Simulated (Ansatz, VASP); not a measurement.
## One calculation of B, two programs

The input INCAR:

```
PREC = Accurate
ENCUT = 910
EDIFF = 1E-7
ISMEAR = 0
SIGMA = 0.1
LREAL = F
LASPH = T
NELM = 120
ALGO = Normal
ISIF = 3
LWAVE = F
LCHARG = F
GGA = PE
IBRION = 2
NSW = 90
EDIFFG = -0.04
GGA_COMPAT = F
NELMIN = 4
```

The input KPOINTS:

```
regular mesh
0
Gamma
  6 6 4
```

POSCAR

```
B
1.0
    2.7708101000      0.0000000000      0.0000000000
   -1.3854050500      2.3995919300      0.0000000000
    0.0000000000      0.0000000000      4.8839635100
B
2
Direct
    0.0000000000      0.0000000000      0.1690153100
    0.0000000000      0.0000000000      0.8309846900
```

Input for Ansatz:

```yaml
crystal:
  lattice:
    - [2.7708101, 0.0, 0.0]
    - [-1.38540505, 2.39959193, 0.0]
    - [0.0, 0.0, 4.88396351]
  atoms:
    - { symbol: B, position: [0.0, 0.0, 0.16901531] }
    - { symbol: B, position: [0.0, 0.0, 0.83098469] }
basis:
  ecutwfc: 420
kpoints:
  mp_grid: { grid: [6, 6, 4] }
hamiltonian:
  xc: pbe
scf:
  occupations: { method: gaussian, width: 0.1 }
  lower_state_search: "off"
output:
  forces: true
  stress: true
  eigenvalues: true
relax:
  adjacent_minimum: "off"
  f_tol: 0.04
  max_steps: 70
  cell: { stress_tol: 0.4 }
```

Alike in both runs: task relaxation of cell and atoms; functional PBE; k mesh 6 × 6 × 4; occupations gaussian, width 0.1 eV; no spin polarisation.

|  | VASP | Ansatz |
| --- | --- | --- |
| version | VASP 6.6.1 | Ansatz 0.2.0 |
| potentials or method | VASP PAW PBE potentials, release 64 (B_h), cutoff 910 eV | scalar-relativistic, plane waves, PAW |
| valence electrons in the cell | 6 | 6 |

```tsv
	VASP	Ansatz	Ansatz less VASP
gap on the k mesh at the Fermi level, each at its own relaxed structure (eV)	none	none	-
relaxed volume (Å³/atom)	8.44	8.59	+0.149
relaxed cell length with the largest relative difference (Å)	5.552	5.642	+0.0901
```

A gap of «none» marks a metal or a gap that the smearing closes.

The k mesh is coarse, so the values compare programs but aren't converged. Noted on VASP's run: the volume moved by over 15 % at a fixed basis, so the end points are rough.
